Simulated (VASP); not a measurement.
The system is Ni.

```
Ni
1.0
     2.44802    0.00000    0.00000
    -1.22401    2.12005    0.00000
     0.00000    0.00000    4.07281
Ni
2
Direct
  0.33333 0.66667 0.25000
  0.66667 0.33333 0.75000
```

* Program: VASP 6.6.1
* Task: relaxation of cell and atoms
* Functional: PBEsol
* Dispersion: D3(BJ)
* Potentials or basis: VASP PAW PBE potentials, release 64 (Ni)
* Cutoff: 600 eV
* k mesh: 14 × 14 × 7
* Occupations: fermi-dirac, width 0.1 eV
* Spin: collinear spin, ferromagnetic start
* Starting moments: [1.5, 1.5] μB

At the start: pressure -9.5 GPa; volume 10.57 Å³/atom.

Problem. How do energy, volume and symmetry change on relaxing?

Solution. Over 11 steps the energy falls by 15.3 meV/atom and the volume is 10.12 Å³/atom (-4.3 %); space group P6_3/mmc (No. 194, to 0.05 Å); moment 1.17 μB per cell.

The path:
| step | energy change (eV) | largest force (eV/Å) | pressure (GPa) | volume (Å³) |
| --- | --- | --- | --- | --- |
| 1 | 0.0000 | 0.0000 | -9.51 | 21.14 |
| 2 | 0.0071 | 0.0000 | 13.27 | 19.27 |
| 3 | -0.0297 | 0.0000 | 0.19 | 20.22 |
| 4 | -0.0297 | 0.0000 | 0.37 | 20.20 |
| 5 | -0.0306 | 0.0000 | 0.18 | 20.22 |
| 6 | -0.0306 | 0.0000 | 0.18 | 20.22 |
| 7 | -0.0306 | 0.0000 | 0.19 | 20.22 |
| 8 | -0.0306 | 0.0000 | 0.18 | 20.22 |
| 9 | -0.0306 | 0.0000 | 0.18 | 20.22 |
| 10 | -0.0306 | 0.0000 | -0.22 | 20.25 |
| 11 | -0.0307 | 0.0000 | 0.03 | 20.23 |

Final structure:
```
Ni
1.0
     2.42453    0.00000    0.00000
    -1.21227    2.09971    0.00000
     0.00000    0.00000    3.97413
Ni
2
Direct
  0.33333 0.66667 0.25000
  0.66667 0.33333 0.75000
```

Caveat: the PAW data sets were made with another functional, which shifts forces and pressure a little; pairwise dispersion overbinds metals, which lowers pressure and volume.
